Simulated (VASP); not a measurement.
A run of VASP 6.6.1 is set up as follows.

Contents of POSCAR:

```
WS2
1.0
    3.1015680172      0.0000000000      0.0000000000
   -1.5507840086      2.6860366944      0.0000000000
    0.0000000000      0.0000000000     16.9507400035
W S
1 2
Direct
    0.3333333333      0.6666666667      0.0000000000
    0.6666666667      0.3333333333      0.9080224902
    0.6666666667      0.3333333333      0.0919775098
```

Contents of INCAR.step1:

```
SYSTEM = WS2
PREC = Accurate
ENCUT = 520
ISMEAR = 0
SIGMA = 0.05
LREAL = .FALSE.
LASPH = .TRUE.
NELM = 80
NBANDS = 20
GGA = PE
ALGO = Normal
EDIFF = 1E-4
LWAVE = .TRUE.
LCHARG = .FALSE.
```

Contents of INCAR.step2:

```
SYSTEM = WS2
PREC = Accurate
ENCUT = 520
EDIFF = 1E-6
ISMEAR = 0
SIGMA = 0.05
LREAL = .FALSE.
LASPH = .TRUE.
NELM = 80
ALGO = Normal
ISIF = 2
LWAVE = .FALSE.
LCHARG = .FALSE.
METAGGA = R2SCAN
LMIXTAU = .TRUE.
NBANDS = 20
ISTART = 1
```

The input KPOINTS:

```
regular mesh
0
G
  12 12 2
  0 0 0
```

Potentials or basis: VASP PAW PBE potentials, release 64 (W_sv, S).

Run with:

```bash
$ cat potpaw_PBE.64/W_sv/POTCAR potpaw_PBE.64/S/POTCAR > POTCAR
$ cp INCAR.step1 INCAR
$ mpirun -np 1 vasp_std > vasp.out
$ cp INCAR.step2 INCAR
$ mpirun -np 1 vasp_std > vasp.out
```

**Question.** Predict the band gap on the k mesh.

**Answer.** 2.21 eV (least direct gap 2.24 eV).

**Question.** Predict the largest force.

**Answer.** 0.643 eV/Å.

Forces in eV/Å, atoms in the order of the input:
```
W    0.000  0.000  0.000
S    0.000  0.000 -0.643
S    0.000  0.000  0.643
```

Caveat: the cell differs from its parent crystal (strain -0.025 along x and y, +0.000 along z); the PAW data sets were made with another functional, which shifts forces and pressure a little; spin-orbit coupling is left out, which moves the levels of the heavy elements.
